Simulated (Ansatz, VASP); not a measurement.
## Two plane-wave programs on InP

The input INCAR:

```
SYSTEM = InP
PREC = Accurate ; ENCUT = 520
EDIFF = 1E-6 ; ISMEAR = 0
SIGMA = 0.02 ; LREAL = .False.
LASPH = .True. ; NELM = 80
ALGO = Normal ; ISIF = 2
LWAVE = .False. ; LCHARG = .False.
NBANDS = 16
```

File KPOINTS:

```
regular mesh
0
Gamma
  10 10 10
  0 0 0
```

POSCAR

```
InP
1.0
    0.0000000000      2.8539622362      2.8539622362
    2.8539622362      0.0000000000      2.8539622362
    2.8539622362      2.8539622362      0.0000000000
In P
1 1
Direct
    0.0000000000      0.0000000000      0.0000000000
    0.7500000000      0.7500000000      0.7500000000
```

Input for Ansatz:

```yaml
crystal:
  lattice:
    - [0.0, 2.8539622362, 2.8539622362]
    - [2.8539622362, 0.0, 2.8539622362]
    - [2.8539622362, 2.8539622362, 0.0]
  atoms:
    - { symbol: In, position: [0.0, 0.0, 0.0] }
    - { symbol: P, position: [0.75, 0.75, 0.75] }
basis:
  ecutwfc: 420
kpoints:
  mp_grid: { grid: [10, 10, 10] }
hamiltonian:
  xc: lda
  pseudopotentials: { kind: paw, azcp: { folder: soft_1 } }
scf:
  occupations: { method: gaussian, width: 0.02 }
output:
  forces: true
  stress: true
  eigenvalues: true
  write_density: true
  write_potential: true
  elf: true
  volumetric_format: npy
```

Alike in both runs: task single point; functional LDA; k mesh 10 × 10 × 10; occupations gaussian, width 0.02 eV; no spin polarisation.

|  | VASP | Ansatz |
| --- | --- | --- |
| version | VASP 6.6.1 | Ansatz 0.2.0 |
| potentials or method | VASP PAW LDA potentials, release 64 (In_d, P), cutoff 520 eV | scalar-relativistic, plane waves, PAW |
| valence electrons in the cell | 18 | 18 |

VASP gave:

```
gap on the k mesh at the Fermi level (eV) : 0.94
least direct gap on the mesh (eV)         : 0.94
pressure (GPa)                            : 5.1
```

**Question.** Which values does Ansatz return?

**Answer.** gap on the k mesh at the Fermi level (eV): 0.91; least direct gap on the mesh (eV): 0.91; pressure (GPa): 5.1.

Ansatz warns that its potentials were made for another functional, while VASP's fit it. LDA's correlation is that of Perdew and Zunger in VASP and of Perdew and Wang (1992) in Ansatz.
